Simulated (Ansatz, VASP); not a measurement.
## One calculation of Nb, two programs

```
CELL_PARAMETERS angstrom
-1.66395 1.66395 1.66395
1.66395 -1.66395 1.66395
1.66395 1.66395 -1.66395
ATOMIC_POSITIONS crystal
Nb 0.00000 0.00000 0.00000
```

Alike in both runs: functional PBEsol; k mesh 8 × 8 × 8; occupations fermi-dirac, width 0.05 eV; no spin polarisation.

|  | VASP | Ansatz |
| --- | --- | --- |
| version | VASP 6.6.1 | Ansatz 0.2.0 |
| potentials or method | VASP PAW PBE potentials, release 64 (Nb_sv), cutoff 500 eV | all-electron LAPW, scalar-relativistic |
| task | single point | band structure |

|  | VASP | Ansatz | Ansatz less VASP |
| --- | --- | --- | --- |
| gap on the k mesh at the Fermi level (eV) | none | none | - |
| pressure (GPa) | -8.5 | -8.1 | +0.34 |

VASP's potentials were made for PBE, not for PBEsol. A gap of «none» marks a metal or a gap that the smearing closes. Ansatz ran all-electron here, and VASP with PAW potentials.

Noted on Ansatz's run: the k mesh is thin for a metal, which can move the energy by tens of meV per atom.
